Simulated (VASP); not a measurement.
# PbS (Galena) (Fm-3m) in VASP: a series of runs, part 2 of 2

VASP 6.6.1. The steps go on from the part before.

## Step 4: Single point, PBE

This run uses another cell than the first one, of 27.65 Å³/atom, 1.060 times its volume.

Contents of INCAR:

```
SYSTEM = PbS
  PREC = Accurate
  ENCUT = 520
  EDIFF = 1E-6
  ISMEAR = 0
  SIGMA = 0.02
  LREAL = .FALSE.
  LASPH = .TRUE.
  NELM = 80
  ALGO = Normal
  ISIF = 2
  LWAVE = .FALSE.
  LCHARG = .FALSE.
  GGA = PE
  NBANDS = 17
```

Contents of KPOINTS:

```
regular mesh
0
G
  12 12 12
  0 0 0
```

Contents of POSCAR:

```
PbS
1.0
    0.0000000000      3.0239167281      3.0239167281
    3.0239167281      0.0000000000      3.0239167281
    3.0239167281      3.0239167281      0.0000000000
Pb S
1 1
Direct
    0.0000000000      0.0000000000      0.0000000000
    0.5000000000      0.5000000000      0.5000000000
```

Potentials or basis: VASP PAW PBE potentials, release 64 (Pb_d, S).

Started as:

```console
$ cat potpaw_PBE.64/Pb_d/POTCAR potpaw_PBE.64/S/POTCAR > POTCAR
$ mpirun -np 1 vasp_std > vasp.out
```

OUTCAR:

```text
SYSTEM = PbS
   PREC = Accurate
   ENCUT = 520
   EDIFF = 1E-6
   ISMEAR = 0
   LREAL = .FALSE.
   LASPH = .TRUE.
   NELM = 80
   ISIF = 2
   GGA = PE

 ion  position               nearest neighbor table
   1  0.000  0.000  0.000-   2 3.02   2 3.02   2 3.02   2 3.02   2 3.02   2 3.02
   2  0.500  0.500  0.500-   1 3.02   1 3.02   1 3.02   1 3.02   1 3.02   1 3.02

  LATTYP: Found a face centered cubic cell.
 ALAT       =     6.0478334562

  Lattice vectors:

 A1 = (   0.0000000000,   3.0239167281,   3.0239167281)
 A2 = (   3.0239167281,   0.0000000000,   3.0239167281)
 A3 = (   3.0239167281,   3.0239167281,   0.0000000000)

Analysis of symmetry for initial positions (statically):
=====================================================================
 Subroutine PRICEL returns:
 Original cell was already a primitive cell.

 Routine SETGRP: Setting up the symmetry group for a
 face centered cubic supercell.

 Subroutine GETGRP returns: Found 48 space group operations
 (whereof 48 operations were pure point group operations)
 out of a pool of 48 trial point group operations.

The static configuration has the point symmetry O_h .

Analysis of symmetry for dynamics (positions and initial velocities):
=====================================================================
 Subroutine PRICEL returns:
 Original cell was already a primitive cell.

 Routine SETGRP: Setting up the symmetry group for a
 face centered cubic supercell.

 Subroutine GETGRP returns: Found 48 space group operations
 (whereof 48 operations were pure point group operations)
 out of a pool of 48 trial point group operations.

The dynamic configuration has the point symmetry O_h .

 Subroutine INISYM returns: Found 48 space group operations
 (whereof 48 operations are pure point group operations),
 and found     1 'primitive' translations

----------------------------------------------------------------------------------------

                                     Primitive cell

  volume of cell :      55.3018

  direct lattice vectors                    reciprocal lattice vectors
     0.000000000  3.023916728  3.023916728    -0.165348469  0.165348469  0.165348469
     3.023916728  0.000000000  3.023916728     0.165348469 -0.165348469  0.165348469
     3.023916728  3.023916728  0.000000000     0.165348469  0.165348469 -0.165348469

  length of vectors
     4.276464048  4.276464048  4.276464048     0.286391948  0.286391948  0.286391948

  position of ions in fractional coordinates (direct lattice)
     0.000000000  0.000000000  0.000000000
     0.500000000  0.500000000  0.500000000

  ion indices of the primitive-cell ions
   primitive index   ion index
                 1           1
                 2           2

----------------------------------------------------------------------------------------

 KPOINTS: regular mesh

Automatic generation of k-mesh.
 Grid dimensions read from file:
 generate k-points for:   12   12   12

 Generating k-lattice:

  Cartesian coordinates                     Fractional coordinates (reciprocal lattice)
    -0.013779039  0.013779039  0.013779039     0.083333333  0.000000000  0.000000000
     0.013779039 -0.013779039  0.013779039     0.000000000  0.083333333  0.000000000
     0.013779039  0.013779039 -0.013779039     0.000000000  0.000000000  0.083333333

  Length of vectors
     0.023865996  0.023865996  0.023865996

  Shift w.r.t. Gamma in fractional coordinates (k-lattice)
     0.000000000  0.000000000  0.000000000

 Subroutine IBZKPT returns following result:
 ===========================================

 Found     72 irreducible k-points:

 Following reciprocal coordinates:
            Coordinates               Weight
  0.000000  0.000000  0.000000      1.000000
  0.083333  0.000000  0.000000      8.000000
  0.166667  0.000000  0.000000      8.000000
  0.250000  0.000000  0.000000      8.000000
  0.333333  0.000000  0.000000      8.000000
  0.416667  0.000000  0.000000      8.000000
[... 16 lines left out ...]
  0.500000  0.166667  0.000000     24.000000
 -0.416667  0.166667  0.000000     24.000000
 [... further k-points ...]
   k-points           NKPTS =     72   k-points in BZ     NKDIM =     72   number of bands    NBANDS=     17
   number of dos      NEDOS =    301   number of ions     NIONS =      2
   total plane-waves  NPLWV =  32768
   dimension x,y,z NGX =    32 NGY =   32 NGZ =   32
   dimension x,y,z NGXF=    64 NGYF=   64 NGZF=   64
   ions per type =               1   1
   NGX,Y,Z   is equivalent  to a cutoff of  12.44, 12.44, 12.44 a.u.
   NGXF,Y,Z  is equivalent  to a cutoff of  24.88, 24.88, 24.88 a.u.
 SYSTEM =  PbS
   PREC   = accura    normal or accurate (medium, high low for compatibility)
   ISTART =      0    job   : 0-new  1-cont  2-samecut
   ICHARG =      2    charge: 1-file 2-atom 10-const
   ISPIN  =      1    spin polarized calculation?
   LNONCOLLINEAR =      F non collinear calculations
   LSORBIT =      F    spin-orbit coupling
   LASPH  =      T    aspherical Exc in radial PAW
   ENCUT  =  520.0 eV  38.22 Ry    6.18 a.u.   7.95  7.95  7.95*2*pi/ulx,y,z
   NELM   =     80;   NELMIN=  2; NELMDL= -5     # of ELM steps
   EDIFF  = 0.1E-05   stopping-criterion for ELM
   LREAL  =      F    real-space projection
   EDIFFG = 0.1E-04   stopping-criterion for IOM
   NSW    =      0    number of steps for IOM
   IBRION =     -1    ionic relax: 0-MD 1-quasi-New 2-CG
   NFREE  =      0    steps in history (QN), initial steepest desc. (CG)
   ISIF   =      2    stress and relaxation
   ISYM   =      2    0-nonsym 1-usesym 2-fastsym
   POTIM  = 0.5000    time-step for ionic-motion
   TEBEG  =    0.0;   TEEND  =   0.0 temperature during run
   PSTRESS=    0.0 pullay stress
   NELECT =      20.0000    total number of electrons
   NUPDOWN=      -1.0000    fix difference up-down
   EMIN   =  10.00;   EMAX   =-10.00  energy-range for DOS
   EFERMI =   0.00;   METHOD = LEGACY
   ISMEAR =     0;   SIGMA  =   0.02  broadening in eV -4-tet -1-fermi 0-gaus
   EFERMI_NEDOS =   21; number of points for ismear=-14 and -15
   IALGO  =     38    algorithm
   IMIX   =      4    mixing-type and parameters
     AMIX     =   0.40;   BMIX     =  1.00
     AMIX_MAG =   1.60;   BMIX_MAG =  1.00
  volume/ion in A,a.u.               =      27.65       186.60
  Fermi-wavevector in a.u.,A,eV,Ry     =   1.166375  2.204130 18.509794  1.360431
  Thomas-Fermi vector in A             =   2.302889
   LORBIT       =      0    0 simple, 1 ext, 2 COOP (PROOUT), +10 PAW based schemes
   GGA     = PE    functional components
   LHFCALC =     F    Hartree Fock is set to
   AEXX    =    0.0000 exact exchange contribution
   IVDW    =     0    specifies the selected vdW correction
   LEPSILON=     F    determine dielectric tensor
   LRPA    =     F    only Hartree local field effects (RPA)
 non-spin polarized calculation
 Gauss-broadening in eV      SIGMA  =   0.02
  energy-cutoff  :      520.00
  volume of cell :       55.30
 maximum number of plane-waves:      1524
   NGX = 15   NGY = 15   NGZ = 15

 number of electron      20.0000006 magnetization

 Free energy of the ion-electron system (eV)
  ---------------------------------------------------
  ext. energy  EPLUGINS =         0.00000000
  ---------------------------------------------------
  free energy    TOTEN  =        -8.76614077 eV

  energy without entropy =       -8.76614077  energy(sigma->0) =       -8.76614077

 E-fermi :   5.1174     XC(G=0):  -9.4109

 val. band max:        5.0228232768   @ k =   0.5000   0.0000   0.0000
 cond. band min:       5.5829114688   @ k =   0.5000   0.0000   0.0000
 fundamental gap:      0.5600881920
 Fermi energy:         5.1173958118

 k-point     1 :       0.0000    0.0000    0.0000
  band No.  band energies     occupation
      1     -11.6641      2.00000
      2     -11.6641      2.00000
      3     -11.6641      2.00000
      4     -11.6464      2.00000
      5     -11.6464      2.00000
      6      -8.0117      2.00000
[... 9 lines left out ...]
     16      11.9513      0.00000
     17      13.8951      0.00000

 k-point     2 :       0.0833    0.0000    0.0000
  band No.  band energies     occupation
      1     -11.6638      2.00000
      2     -11.6626      2.00000
      3     -11.6626      2.00000
      4     -11.6470      2.00000
      5     -11.6470      2.00000
      6      -7.9574      2.00000
[... 9 lines left out ...]
     16      12.1183      0.00000
     17      14.4298      0.00000
[... 421 lines left out ...]
 k-point    24 :      -0.4167    0.1667    0.0000
  band No.  band energies     occupation
      1     -11.6875      2.00000
      2     -11.6636      2.00000
      3     -11.6546      2.00000
      4     -11.6342      2.00000
      5     -11.6261      2.00000
      6      -6.8040      2.00000
[... 9 lines left out ...]
     16      14.7157      0.00000
     17      16.4492      0.00000

 [... further k-points ...]
[... 5 lines left out ...]
  --------------------------------------------------------------------------------------
  -------------------------------------------------------------------------------------
  Total       -0.3616609     -0.3616609     -0.3616609      0.0000000      0.0000000      0.0000000
  in kB      -10.4778613    -10.4778613    -10.4778613      0.0000000      0.0000000      0.0000000
  external PRESSURE =     -10.4778613 kB  Pullay stress =       0.0000000 kB

 VOLUME and BASIS-vectors are now :
 -----------------------------------------------------------------------------
  energy-cutoff  :      520.00
  volume of cell :       55.30
      direct lattice vectors                 reciprocal lattice vectors
     0.000000000  3.023916728  3.023916728    -0.165348469  0.165348469  0.165348469
     3.023916728  0.000000000  3.023916728     0.165348469 -0.165348469  0.165348469
     3.023916728  3.023916728  0.000000000     0.165348469  0.165348469 -0.165348469

 POSITION                                       TOTAL-FORCE (eV/Angst)
 -----------------------------------------------------------------------------------
      0.00000      0.00000      0.00000         0.000000      0.000000      0.000000
      3.02392      3.02392      3.02392         0.000000      0.000000     -0.000000
 -----------------------------------------------------------------------------------
    total drift:                                0.000000     -0.000000     -0.000000

  FREE ENERGIE OF THE ION-ELECTRON SYSTEM (eV)
  ---------------------------------------------------
  free  energy   TOTEN  =        -8.7661407650 eV

  energy  without entropy=       -8.7661407650  energy(sigma->0) =       -8.76614077
```

OSZICAR:

```text
N       E                     dE             d eps       ncg     rms          rms(c)
DAV:   1     0.159128105804E+03    0.15913E+03   -0.95989E+03  2448   0.121E+03
DAV:   2     0.299198389460E+01   -0.15614E+03   -0.15028E+03  2622   0.313E+02
DAV:   3    -0.898955246841E+01   -0.11982E+02   -0.11829E+02  3152   0.905E+01
DAV:   4    -0.929195678644E+01   -0.30240E+00   -0.30214E+00  3163   0.160E+01
DAV:   5    -0.930321148610E+01   -0.11255E-01   -0.11254E-01  3565   0.299E+00    0.426E+00
DAV:   6    -0.876046073560E+01    0.54275E+00   -0.15984E+00  3782   0.803E+00    0.296E+00
DAV:   7    -0.876266253810E+01   -0.22018E-02   -0.14808E-01  2881   0.187E+00    0.179E+00
DAV:   8    -0.876668642908E+01   -0.40239E-02   -0.19147E-02  2953   0.142E+00    0.403E-01
DAV:   9    -0.876587890418E+01    0.80752E-03   -0.43141E-03  3756   0.534E-01    0.103E-01
DAV:  10    -0.876613863186E+01   -0.25973E-03   -0.45224E-04  2751   0.120E-01    0.843E-02
DAV:  11    -0.876613962421E+01   -0.99234E-06   -0.63415E-05  3450   0.862E-02    0.134E-02
DAV:  12    -0.876614076928E+01   -0.11451E-05   -0.42828E-06  3090   0.204E-02    0.359E-03
DAV:  13    -0.876614076504E+01    0.42376E-08   -0.17158E-07  2030   0.493E-03
   1 F= -.87661408E+01 E0= -.87661408E+01  d E =-.508376E-14
```

stdout:

```text
POSCAR found type information on POSCAR PbS
 POSCAR found :  2 types and       2 ions
 scaLAPACK will be used
 LDA part: xc-table for (Slater+PW92), standard interpolation
 POSCAR, INCAR and KPOINTS ok, starting setup
 FFT: planning ... GRIDC
 FFT: planning ... GRID_SOFT
 FFT: planning ... GRID
 WAVECAR not read
 entering main loop
```

Wall time 72 s (1 thread of AMD EPYC 7R13, shared host); peak memory 0.19 GiB.

Results:

- Free energy: -8.7661 eV
- Pressure: -1.0 GPa
- Band gap on the k mesh: 0.56 eV, direct

Caveat: spin-orbit coupling is left out, which moves the levels of the heavy elements.

## Step 5: Summary

```csv
cell,gap on the mesh (eV),pressure (GPa)
"a = 4.194 Å, angles 60.0°, 2 atoms",0.36,2.2
"a = 4.236 Å, angles 60.0°, 2 atoms",0.47,0.4
"a = 4.276 Å, angles 60.0°, 2 atoms",0.56,-1.0
```

Alike in all rows: task single point; level PBE; potentials or basis VASP PAW PBE potentials, release 64 (Pb_d, S); no spin polarisation; k mesh 12 × 12 × 12; cutoff (eV) 520; smearing gaussian 0.02 eV.

Caveats: spin-orbit coupling is left out, which moves the levels of the heavy elements.

Absolute energies hang on the potentials; compare differences alone.
